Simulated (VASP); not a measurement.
HfO2: single point with LDA

HfO2:

```
Hf O
1.0
     0.00000    2.55750    2.55750
     2.55750    0.00000    2.55750
     2.55750    2.55750    0.00000
Hf O
1 2
Direct
  0.00000 0.00000 0.00000
  0.25000 0.25000 0.25000
  0.75000 0.75000 0.75000
```

```json
{
 "Program": "VASP 6.6.1",
 "Task": "single point",
 "Functional": "LDA",
 "Potentials or basis": "VASP PAW LDA potentials, release 64 (Hf_pv, O)",
 "Cutoff": "520 eV",
 "k mesh": "6 × 6 × 6",
 "Occupations": "gaussian, width 0.01 eV",
 "Spin": "no spin polarisation",
 "Dipole correction": "no",
 "Further INCAR settings": "ALGO = Normal; EDIFF = 1e-06; NBANDS = 18"
}
```

- Pressure: -19.3 GPa
- Band gap on the k mesh: 3.52 eV, direct

Levels at points of the mesh, in eV from the valence-band top:
```
           k point  band 8  band 9  band 10  band 11  band 12  band 13  band 14  band 15
(0.00, 0.00, 0.00)   -5.25   -0.60    -0.60    -0.60     3.62     3.62     5.48    10.04
(0.50, 0.00, 0.00)   -3.03   -2.70    -1.81    -1.81     4.33     4.33     6.69     8.71
(0.50, 0.50, 0.00)   -3.42   -1.51    -1.51     0.00     3.52     5.19     6.35     7.85
```

Wall time 4.6 s on 1 thread of Intel Xeon 6975P-C (shared host), peak memory 0.14 GiB.

Caveat: spin-orbit coupling is left out, which moves the levels of the heavy elements. A k mesh can miss the band edges.
